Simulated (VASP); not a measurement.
# Si2C (P4_2/mnm) in VASP: a series of runs

Runs on Si2C. Level: PBE. Tasks: single point, relaxation of cell and atoms.

All numbers are computed with VASP 6.6.1; they aren't measurements. Logs are shortened: lines on timing, memory, paths and dates and some standing lists are left out, and cuts for length are marked.

### Step 1. The cell of the first run

Symmetry: P4_2/mnm, No. 136, tetragonal system. Conventional cell: a = 5.064 Å, b = 5.064 Å, c = 2.884 Å, α = 90.00°, β = 90.00°, γ = 90.00°. Si (site symmetry m2m) has 3 C at 2.01 to 2.18 Å within 2.7 Å. Within 2.7 Å of C (site symmetry mmm) lie 6 Si at 2.01 to 2.18 Å.

### Step 2. Single point, PBE

The input, INCAR:

```
SYSTEM = Si2C
PREC = Accurate
ENCUT = 520
EDIFF = 1E-7
ISMEAR = 0
SIGMA = 0.1
LREAL = .FALSE.
LASPH = .TRUE.
NELM = 60
ALGO = Normal
ISIF = 2
LWAVE = .FALSE.
LCHARG = .FALSE.
GGA = PE
NBANDS = 21
```

The input, KPOINTS:

```
Automatic mesh
0
G
  8 6 6
  0 0 0
```

The input, POSCAR:

```
Si2C
1.0
    0.0000000000      0.0000000000      2.8843126706
    5.0641056304      0.0000000000      0.0000000000
    0.0000000000      5.0641056304      0.0000000000
Si C
4 2
Direct
    0.0000000000      0.3045251878      0.3045251878
    0.5000000000      0.1954748122      0.8045251878
    0.0000000000      0.6954748122      0.6954748122
    0.5000000000      0.8045251878      0.1954748122
    0.0000000000      0.0000000000      1.0000000000
    0.5000000000      0.5000000000      0.5000000000
```

Potentials or basis: VASP PAW PBE potentials, release 64 (Si, C).

Launch:

```bash
$ cat potpaw_PBE.64/Si/POTCAR potpaw_PBE.64/C/POTCAR > POTCAR
$ mpirun -np 1 vasp_std > vasp.out
```

OUTCAR:

```text
SYSTEM = Si2C
   PREC = Accurate
   ENCUT = 520
   EDIFF = 1E-7
   ISMEAR = 0
   LREAL = .FALSE.
   LASPH = .TRUE.
   NELM = 60
   ISIF = 2
   GGA = PE

 ion  position               nearest neighbor table
   1  0.000  0.305  0.305-   6 2.01   6 2.01   5 2.18   3 2.80   4 2.97   2 2.97   4 2.97   2 2.97
                             4 2.97   2 2.97   2 2.97   4 2.97
   2  0.500  0.195  0.805-   5 2.01   5 2.01   6 2.18   4 2.80   1 2.97   1 2.97   3 2.97   1 2.97
                             3 2.97   3 2.97   1 2.97   3 2.97
   3  0.000  0.695  0.695-   6 2.01   6 2.01   5 2.18   1 2.80   4 2.97   4 2.97   2 2.97   2 2.97
                             4 2.97   2 2.97   4 2.97   2 2.97
   4  0.500  0.805  0.195-   5 2.01   5 2.01   6 2.18   2 2.80   3 2.97   3 2.97   1 2.97   1 2.97
                             3 2.97   1 2.97   3 2.97   1 2.97
   5  0.000  0.000  0.000-   2 2.01   4 2.01   2 2.01   4 2.01   3 2.18   1 2.18
   6  0.500  0.500  0.500-   1 2.01   3 2.01   1 2.01   3 2.01   2 2.18   4 2.18

  LATTYP: Found a simple tetragonal cell.
 ALAT       =     5.0641056304
 C/A-ratio  =     0.5695601319

  Lattice vectors:

 A1 = (   5.0641056304,   0.0000000000,   0.0000000000)
 A2 = (   0.0000000000,   5.0641056304,   0.0000000000)
 A3 = (   0.0000000000,   0.0000000000,   2.8843126706)

Analysis of symmetry for initial positions (statically):
=====================================================================
 Subroutine PRICEL returns:
 Original cell was already a primitive cell.

 Routine SETGRP: Setting up the symmetry group for a
 simple tetragonal supercell.

 Subroutine GETGRP returns: Found 16 space group operations
 (whereof  8 operations were pure point group operations)
 out of a pool of 16 trial point group operations.

The static configuration has the point symmetry D_2h.
 The point group associated with its full space group is D_4h.

Analysis of symmetry for dynamics (positions and initial velocities):
=====================================================================
 Subroutine PRICEL returns:
 Original cell was already a primitive cell.

 Routine SETGRP: Setting up the symmetry group for a
 simple tetragonal supercell.

 Subroutine GETGRP returns: Found 16 space group operations
 (whereof  8 operations were pure point group operations)
 out of a pool of 16 trial point group operations.

The dynamic configuration has the point symmetry D_2h.
 The point group associated with its full space group is D_4h.

 Subroutine INISYM returns: Found 16 space group operations
 (whereof  8 operations are pure point group operations),
 and found     1 'primitive' translations

----------------------------------------------------------------------------------------

                                     Primitive cell

  volume of cell :      73.9687

  direct lattice vectors                    reciprocal lattice vectors
     0.000000000  0.000000000  2.884312671     0.000000000  0.000000000  0.346703050
     5.064105630  0.000000000  0.000000000     0.197468235  0.000000000  0.000000000
     0.000000000  5.064105630  0.000000000     0.000000000  0.197468235  0.000000000

  length of vectors
     2.884312671  5.064105630  5.064105630     0.346703050  0.197468235  0.197468235

  position of ions in fractional coordinates (direct lattice)
     0.000000000  0.304525188  0.304525188
     0.500000000  0.195474812  0.804525188
     0.000000000  0.695474812  0.695474812
     0.500000000  0.804525188  0.195474812
     0.000000000  0.000000000  0.000000000
     0.500000000  0.500000000  0.500000000

  ion indices of the primitive-cell ions
   primitive index   ion index
                 1           1
                 2           2
                 3           3
                 4           4
                 5           5
                 6           6

----------------------------------------------------------------------------------------

 KPOINTS: Automatic mesh

Automatic generation of k-mesh.
 Grid dimensions read from file:
 generate k-points for:    8    6    6

 Generating k-lattice:

  Cartesian coordinates                     Fractional coordinates (reciprocal lattice)
     0.000000000  0.000000000  0.043337881     0.125000000  0.000000000  0.000000000
     0.032911372  0.000000000  0.000000000     0.000000000  0.166666667  0.000000000
     0.000000000  0.032911372  0.000000000     0.000000000  0.000000000  0.166666667

  Length of vectors
     0.043337881  0.032911372  0.032911372

  Shift w.r.t. Gamma in fractional coordinates (k-lattice)
     0.000000000  0.000000000  0.000000000

 Subroutine IBZKPT returns following result:
 ===========================================

 Found     50 irreducible k-points:

 Following reciprocal coordinates:
            Coordinates               Weight
  0.000000  0.000000  0.000000      1.000000
  0.125000  0.000000  0.000000      2.000000
  0.250000  0.000000  0.000000      2.000000
  0.375000  0.000000  0.000000      2.000000
  0.500000  0.000000  0.000000      1.000000
  0.000000  0.166667  0.000000      4.000000
[... 16 lines left out ...]
  0.250000  0.166667  0.166667      8.000000
  0.375000  0.166667  0.166667      8.000000
 [... further k-points ...]
   k-points           NKPTS =     50   k-points in BZ     NKDIM =     50   number of bands    NBANDS=     21
   number of dos      NEDOS =    301   number of ions     NIONS =      6
   total plane-waves  NPLWV =  38400
   dimension x,y,z NGX =    24 NGY =   40 NGZ =   40
   dimension x,y,z NGXF=    48 NGYF=   80 NGZF=   80
   ions per type =               4   2
   NGX,Y,Z   is equivalent  to a cutoff of  13.83, 13.13, 13.13 a.u.
   NGXF,Y,Z  is equivalent  to a cutoff of  27.67, 26.26, 26.26 a.u.
 SYSTEM =  Si2C
   PREC   = accura    normal or accurate (medium, high low for compatibility)
   ISTART =      0    job   : 0-new  1-cont  2-samecut
   ICHARG =      2    charge: 1-file 2-atom 10-const
   ISPIN  =      1    spin polarized calculation?
   LNONCOLLINEAR =      F non collinear calculations
   LSORBIT =      F    spin-orbit coupling
   LASPH  =      T    aspherical Exc in radial PAW
   ENCUT  =  520.0 eV  38.22 Ry    6.18 a.u.   5.36  9.42  9.42*2*pi/ulx,y,z
   NELM   =     60;   NELMIN=  2; NELMDL= -5     # of ELM steps
   EDIFF  = 0.1E-06   stopping-criterion for ELM
   LREAL  =      F    real-space projection
   EDIFFG = 0.1E-05   stopping-criterion for IOM
   NSW    =      0    number of steps for IOM
   IBRION =     -1    ionic relax: 0-MD 1-quasi-New 2-CG
   NFREE  =      0    steps in history (QN), initial steepest desc. (CG)
   ISIF   =      2    stress and relaxation
   ISYM   =      2    0-nonsym 1-usesym 2-fastsym
   POTIM  = 0.5000    time-step for ionic-motion
   TEBEG  =    0.0;   TEEND  =   0.0 temperature during run
   PSTRESS=    0.0 pullay stress
   NELECT =      24.0000    total number of electrons
   NUPDOWN=      -1.0000    fix difference up-down
   EMIN   =  10.00;   EMAX   =-10.00  energy-range for DOS
   EFERMI =   0.00;   METHOD = LEGACY
   ISMEAR =     0;   SIGMA  =   0.10  broadening in eV -4-tet -1-fermi 0-gaus
   EFERMI_NEDOS =   21; number of points for ismear=-14 and -15
   IALGO  =     38    algorithm
   IMIX   =      4    mixing-type and parameters
     AMIX     =   0.40;   BMIX     =  1.00
     AMIX_MAG =   1.60;   BMIX_MAG =  1.00
  volume/ion in A,a.u.               =      12.33        83.19
  Fermi-wavevector in a.u.,A,eV,Ry     =   1.124940  2.125828 17.218032  1.265490
  Thomas-Fermi vector in A             =   2.261614
   LORBIT       =      0    0 simple, 1 ext, 2 COOP (PROOUT), +10 PAW based schemes
   GGA     = PE    functional components
   LHFCALC =     F    Hartree Fock is set to
   AEXX    =    0.0000 exact exchange contribution
   IVDW    =     0    specifies the selected vdW correction
   LEPSILON=     F    determine dielectric tensor
   LRPA    =     F    only Hartree local field effects (RPA)
 non-spin polarized calculation
 Gauss-broadening in eV      SIGMA  =   0.10
  energy-cutoff  :      520.00
  volume of cell :       73.97
 maximum number of plane-waves:      2018
 NGX is ok and might be reduce to    24
   NGX = 11   NGY = 19   NGZ = 19

 number of electron      23.9999998 magnetization

 Free energy of the ion-electron system (eV)
  ---------------------------------------------------
  ext. energy  EPLUGINS =         0.00000000
  ---------------------------------------------------
  free energy    TOTEN  =       -33.50244835 eV

  energy without entropy =      -33.48773412  energy(sigma->0) =      -33.49509123

 E-fermi :   9.3842     XC(G=0): -11.2011

 val. band max:        9.3765982631   @ k =   0.0000   0.5000   0.0000
 cond. band min:       9.4220252399   @ k =   0.3750   0.5000   0.3333
 fundamental gap:      0.0454269768
 Fermi energy:         9.3841558003

 k-point     1 :       0.0000    0.0000    0.0000
  band No.  band energies     occupation
      1      -7.1856      2.00000
      2      -4.9435      2.00000
      3      -0.8337      2.00000
      4      -0.8337      2.00000
      5       3.1279      2.00000
      6       3.1279      2.00000
[... 13 lines left out ...]
     20      16.0275      0.00000
     21      17.2917      0.00000

 k-point     2 :       0.1250    0.0000    0.0000
  band No.  band energies     occupation
      1      -6.9434      2.00000
      2      -4.7345      2.00000
      3      -0.5834      2.00000
      4      -0.5834      2.00000
      5       3.3045      2.00000
      6       3.3045      2.00000
[... 13 lines left out ...]
     20      15.4722      0.00000
     21      16.4115      0.00000

 k-point     3 :       0.2500    0.0000    0.0000
  band No.  band energies     occupation
      1      -6.2265      2.00000
      2      -4.1377      2.00000
      3       0.1554      2.00000
      4       0.1554      2.00000
      5       1.9218      2.00000
      6       3.2752      2.00000
[... 13 lines left out ...]
     20      15.1699      0.00000
     21      17.6850      0.00000
[... 457 lines left out ...]
 k-point    23 :       0.2500    0.1667    0.1667
  band No.  band energies     occupation
      1      -6.0162      2.00000
      2      -4.4552      2.00000
      3      -0.1986      2.00000
      4       0.8551      2.00000
      5       1.8225      2.00000
      6       2.2636      2.00000
[... 13 lines left out ...]
     20      14.8865      0.00000
     21      16.5598      0.00000

 k-point    24 :       0.3750    0.1667    0.1667
  band No.  band energies     occupation
      1      -4.8859      2.00000
      2      -3.5872      2.00000
      3      -0.2171      2.00000
      4       0.8223      2.00000
      5       1.0059      2.00000
      6       2.0930      2.00000
[... 13 lines left out ...]
     20      14.7387      0.00000
     21      15.9386      0.00000

 [... further k-points ...]
[... 5 lines left out ...]
  --------------------------------------------------------------------------------------
  -------------------------------------------------------------------------------------
  Total       -0.1651473     -0.1651473      1.0561407     -0.0000000      0.0000000      0.0000000
  in kB       -3.5771266     -3.5771266     22.8762337     -0.0000000      0.0000000      0.0000000
  external PRESSURE =       5.2406601 kB  Pullay stress =       0.0000000 kB

 VOLUME and BASIS-vectors are now :
 -----------------------------------------------------------------------------
  energy-cutoff  :      520.00
  volume of cell :       73.97
      direct lattice vectors                 reciprocal lattice vectors
     0.000000000  0.000000000  2.884312671     0.000000000  0.000000000  0.346703050
     5.064105630  0.000000000  0.000000000     0.197468235  0.000000000  0.000000000
     0.000000000  5.064105630  0.000000000     0.000000000  0.197468235  0.000000000

 POSITION                                       TOTAL-FORCE (eV/Angst)
 -----------------------------------------------------------------------------------
      1.54215      1.54215      0.00000         0.036971      0.036971      0.000000
      0.98991      4.07420      1.44216        -0.036971      0.036971      0.000000
      3.52196      3.52196      0.00000        -0.036971     -0.036971     -0.000000
      4.07420      0.98991      1.44216         0.036971     -0.036971     -0.000000
      0.00000      0.00000      0.00000         0.000000      0.000000      0.000000
      2.53205      2.53205      1.44216         0.000000      0.000000      0.000000
 -----------------------------------------------------------------------------------
    total drift:                                0.000000      0.000000      0.000000

  FREE ENERGIE OF THE ION-ELECTRON SYSTEM (eV)
  ---------------------------------------------------
  free  energy   TOTEN  =       -33.5024483483 eV

  energy  without entropy=      -33.4877341166  energy(sigma->0) =      -33.49509123
```

It took 75 s on 1 thread of AMD EPYC 7R43 (Zen 3), shared host; peak memory 0.18 GiB.

Results:

| Item | Value |
| --- | --- |
| Free energy | -33.5024 eV |
| Pressure | 0.5 GPa |
| Largest force | 0.052 eV/Å |
| Band gap on the k mesh | zero (band 12 reaches 11.83 eV, above the bottom of band 13 at 8.16 eV) |

Forces in eV/Å, atoms in the order of the input:
```
Si   0.037  0.037  0.000
Si  -0.037  0.037  0.000
Si  -0.037 -0.037  0.000
Si   0.037 -0.037  0.000
C    0.000  0.000  0.000
C    0.000  0.000  0.000
```

Stress tensor (GPa, compression positive):
```
-0.36  0.00  0.00
 0.00 -0.36  0.00
 0.00  0.00  2.29
```

### Step 3. Relaxation of cell and atoms, PBE

This run uses another cell than the first one, of 13.23 Å³/atom, 1.074 times its volume.

The input, INCAR:

```
SYSTEM = Si2C
PREC = Accurate
ENCUT = 600
EDIFF = 1E-6
ISMEAR = 0
SIGMA = 0.1
LREAL = .FALSE.
LASPH = .TRUE.
NELM = 80
ALGO = Normal
ISIF = 3
LWAVE = .FALSE.
LCHARG = .FALSE.
GGA = PE
IBRION = 2
NSW = 90
EDIFFG = -0.04
```

The input, KPOINTS:

```
regular mesh
0
G
  4 4 6
  0 0 0
```

The input, POSCAR:

```
Si2C
1.0
    4.9770343724      0.0000000000      0.0000000000
    0.0000000000      4.9770343724      0.0000000000
    0.0000000000      0.0000000000      3.2057128228
Si C
4 2
Direct
    0.3060000000      0.3060000000      0.0000000000
    0.1940000000      0.8060000000      0.5000000000
    0.6940000000      0.6940000000      0.0000000000
    0.8060000000      0.1940000000      0.5000000000
    0.0000000000      0.0000000000      0.0000000000
    0.5000000000      0.5000000000      0.5000000000
```

Potentials or basis: VASP PAW PBE potentials, release 64 (Si, C).

Launch:

```bash
$ cat potpaw_PBE.64/Si/POTCAR potpaw_PBE.64/C/POTCAR > POTCAR
$ mpirun -np 1 vasp_std > vasp.out
```

Run time: 76 s. Hardware: 1 thread of Intel Xeon 6975P-C (Granite Rapids), shared host; peak memory 0.21 GiB.

Results (log left out):

```yaml
Free_energy: -33.5682 eV
Relaxed_volume: 12.17 Å³/atom
Relaxed_cell: a = 5.020 Å, b = 5.020 Å, c = 2.898 Å, α = 90.00°, β = 90.00°, γ = 90.00°
Space_group_after_relaxing_to_0.05_Å: P4_2/mnm (No. 136)
Energy_gained_by_relaxing: 113.3 meV/atom
Ionic_steps: 10
Pressure_after_relaxing: 0.1 GPa
Largest_force_after_relaxing: 0.010 eV/Å
```

Forces in eV/Å, atoms in the order of the input:
```
Si   0.007  0.007  0.000
Si  -0.007  0.007  0.000
Si  -0.007 -0.007  0.000
Si   0.007 -0.007  0.000
C    0.000  0.000  0.000
C    0.000  0.000  0.000
```

Stress tensor (GPa, compression positive):
```
 0.31  0.00  0.00
 0.00  0.31  0.00
 0.00  0.00 -0.39
```

Step by step:
| step | energy change (eV) | largest force (eV/Å) | pressure (GPa) | volume (Å³) |
| --- | --- | --- | --- | --- |
| 1 | 0.0000 | 0.5854 | -6.66 | 79.41 |
| 2 | -0.5730 | 0.1711 | -0.18 | 73.14 |
| 3 | -0.6380 | 0.0963 | 2.80 | 71.22 |
| 4 | -0.6403 | 0.0858 | 3.58 | 70.77 |
| 5 | -0.6563 | 0.2227 | 0.18 | 72.71 |
| 6 | -0.6699 | 0.0924 | 1.49 | 71.90 |
| 7 | -0.6758 | 0.0980 | -0.45 | 73.06 |
| 8 | -0.6760 | 0.0978 | -0.15 | 72.87 |
| 9 | -0.6778 | 0.0700 | -0.08 | 72.92 |
| 10 | -0.6798 | 0.0100 | 0.08 | 73.03 |

Final structure:
```yaml
crystal:
  lattice:
    - [5.02028, 0.00000, 0.00000]
    - [0.00000, 5.02028, 0.00000]
    - [0.00000, 0.00000, 2.89764]
  atoms:
    - { symbol: Si, position: [0.30240, 0.30240, 0.00000] }
    - { symbol: Si, position: [0.19760, 0.80240, 0.50000] }
    - { symbol: Si, position: [0.69760, 0.69760, 0.00000] }
    - { symbol: Si, position: [0.80240, 0.19760, 0.50000] }
    - { symbol: C, position: [0.00000, 0.00000, 0.00000] }
    - { symbol: C, position: [0.50000, 0.50000, 0.50000] }
```

Levels at points of the mesh, in eV from the Fermi level:
```csv
k point,band 10,band 11,band 12,band 13,band 14,band 15
"(0.00, 0.00, 0.00)",-3.46,-2.53,2.05,3.55,3.55,4.18
"(0.50, 0.00, 0.00)",-2.21,0.07,0.07,0.85,0.85,3.23
"(0.50, 0.50, 0.00)",-2.96,0.21,0.21,0.23,0.23,3.41
"(0.00, 0.00, 0.50)",-1.77,-1.47,-1.47,-1.08,-1.08,-0.87
"(0.50, 0.00, 0.50)",-4.25,-2.93,-2.93,1.00,1.00,3.07
"(0.50, 0.50, 0.50)",-1.26,-0.99,-0.99,0.11,0.11,1.59
```

Caveat: the bands computed are all filled at some k points, so no gap is given.

### Step 4. Single point, PBE

The input, INCAR:

```
SYSTEM = Si2C
ALGO = Normal ; EDIFF = 1E-6
ENCUT = 520 ; GGA = PE
ISIF = 2 ; ISMEAR = 0
LASPH = .True. ; LCHARG = .False.
LREAL = .False. ; LWAVE = .False.
NBANDS = 21 ; NELM = 80
PREC = Accurate ; SIGMA = 0.1
```

The input, KPOINTS:

```
k-points
0
Gamma
  8 8 14
  0 0 0
```

The input, POSCAR:

```
Si2C
1.0
    5.0641056304      0.0000000000      0.0000000000
    0.0000000000      5.0641056304      0.0000000000
    0.0000000000      0.0000000000      2.8843126706
Si C
4 2
Direct
    0.3045251878      0.3045251878      0.0000000000
    0.1954748122      0.8045251878      0.5000000000
    0.6954748122      0.6954748122      0.0000000000
    0.8045251878      0.1954748122      0.5000000000
    0.0000000000      0.0000000000      0.0000000000
    0.5000000000      0.5000000000      0.5000000000
```

Launch:

```bash
$ cat potpaw_PBE.64/Si/POTCAR potpaw_PBE.64/C/POTCAR > POTCAR
$ mpirun -np 1 vasp_std > vasp.out
```

Wall time 54 s (1 thread of Intel Xeon 6975P-C (Granite Rapids), shared host); peak memory 0.27 GiB.

Results (log left out):

- Free energy: -33.5184 eV
- Pressure: 0.1 GPa
- Largest force: 0.007 eV/Å
- Band gap on the k mesh: zero (band 12 reaches 12.33 eV, above the bottom of band 13 at 7.97 eV)

Forces in eV/Å, atoms in the order of the input:
```
Si   0.005  0.005  0.000
Si  -0.005  0.005  0.000
Si  -0.005 -0.005  0.000
Si   0.005 -0.005  0.000
C    0.000  0.000  0.000
C    0.000  0.000  0.000
```

Stress tensor (GPa, compression positive):
```
0.02 0.00 0.00
0.00 0.02 0.00
0.00 0.00 0.11
```

Levels at points of the mesh, in eV from the Fermi level:
| k point | band 9 | band 10 | band 11 | band 12 | band 13 | band 14 | band 15 | band 16 |
| --- | --- | --- | --- | --- | --- | --- | --- | --- |
| (0.00, 0.00, 0.00) | -3.53 | -3.26 | -2.41 | 2.33 | 3.52 | 3.52 | 4.15 | 4.15 |
| (0.50, 0.00, 0.00) | -2.13 | -2.13 | -0.02 | -0.02 | 0.82 | 0.82 | 3.45 | 3.45 |
| (0.50, 0.50, 0.00) | -2.81 | -2.81 | 0.22 | 0.22 | 0.30 | 0.30 | 3.64 | 3.64 |
| (0.00, 0.00, 0.50) | -1.57 | -1.57 | -1.40 | -1.40 | -1.08 | -1.08 | -0.77 | -0.77 |
| (0.50, 0.00, 0.50) | -4.17 | -4.17 | -2.80 | -2.80 | 1.10 | 1.10 | 3.13 | 3.13 |
| (0.50, 0.50, 0.50) | -1.15 | -1.15 | -0.94 | -0.94 | 0.04 | 0.04 | 1.55 | 1.55 |

### Step 5. The runs side by side

| task | cell | k mesh | cutoff (eV) | gap on the mesh (eV) | pressure (GPa) | largest force (eV/Å) |
| --- | --- | --- | --- | --- | --- | --- |
| single point | a = 2.884, b = 5.064, c = 5.064 Å, 6 atoms | 8 × 6 × 6 | 520 | none | 0.5 | 0.05 |
| relaxation of cell and atoms | relaxed from a = 4.977, b = 4.977, c = 3.206 Å, 6 atoms | 4 × 4 × 6 | 600 | - | 0.1 | 0.01 |
| single point | a = 5.064, b = 5.064, c = 2.884 Å, 6 atoms | 8 × 8 × 14 | 520 | none | 0.1 | 0.01 |

Alike in all rows: level PBE; potentials or basis VASP PAW PBE potentials, release 64 (Si, C); no spin polarisation; smearing gaussian 0.1 eV.

Caveats: the bands computed are all filled at some k points, so no gap is given (some runs).

Total energies depend on the potentials used, so only differences within one code and one set of settings carry meaning.
